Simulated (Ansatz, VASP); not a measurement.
**NaCl in VASP and in Ansatz**

```xyz
2
Lattice="0.0000 2.6052 2.6052 2.6052 0.0000 2.6052 2.6052 2.6052 0.0000" Properties=species:S:1:pos:R:3 pbc="T T T"
Na    0.0000    0.0000    0.0000
Cl    2.6052    2.6052    2.6052
```

Change from the starting cell: strain -0.080 along x and y, -0.080 along z, atoms carried along.

Alike in both runs: task single point; functional r2SCAN; k mesh 8 × 8 × 8; occupations gaussian, width 0.05 eV; no spin polarisation.

|  | VASP | Ansatz |
| --- | --- | --- |
| version | VASP 6.6.1 | Ansatz 0.2.0 |
| potentials or method | VASP PAW PBE potentials, release 64 (Na_pv, Cl), cutoff 520 eV | scalar-relativistic, plane waves, PAW |
| valence electrons in the cell | 14 | 16 |

```tsv
	VASP	Ansatz	Ansatz less VASP
gap on the k mesh at the Fermi level (eV)	7.10	7.08	-0.028
least direct gap on the mesh (eV)	7.10	7.08	-0.028
pressure (GPa)	9.8	10.2	+0.38
```

VASP's potentials were made for PBE, not for r2SCAN. The functional is the same, so the differences come from potentials, cutoffs and numerics. VASP's potentials hold 14 valence electrons a cell and Ansatz's 16, so a difference there can come from the potentials and not from the codes.
